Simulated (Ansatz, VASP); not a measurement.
Two plane-wave programs on C

```xyz
4
Lattice="2.4559 0.0000 0.0000 -1.2279 2.1269 0.0000 0.0000 0.0000 7.0498" Properties=species:S:1:pos:R:3 pbc="T T T"
C     0.1500    0.2598    0.0176
C     0.0000    0.0000    3.5425
C     0.0000    1.4179    0.0176
C     1.2279    0.7090    3.5425
```

Alike in both runs: task single point; functional r2SCAN; k mesh 24 × 24 × 8; occupations gaussian, width 0.15 eV; no spin polarisation.

```csv
,VASP,Ansatz
version,VASP 6.6.1,Ansatz 0.2.0
potentials or method,"VASP PAW PBE potentials, release 64 (C), cutoff 520 eV","scalar-relativistic, plane waves, PAW"
valence electrons in the cell,16,16
```

```tsv
	VASP	Ansatz	Ansatz less VASP
gap on the k mesh at the Fermi level (eV)	none	none	-
pressure (GPa)	20.6	19.9	-0.68
traceless stress, the component that is largest in VASP (GPa)	35.18	34.12	-1.053
rms of the force components (eV/Å)	7.394	7.298	-0.0956
```

VASP's potentials were made for PBE, not for r2SCAN. Atom by atom the forces differ by 0.103 eV/Å (rms over components). A gap of «none» marks a metal or a gap that the smearing closes.
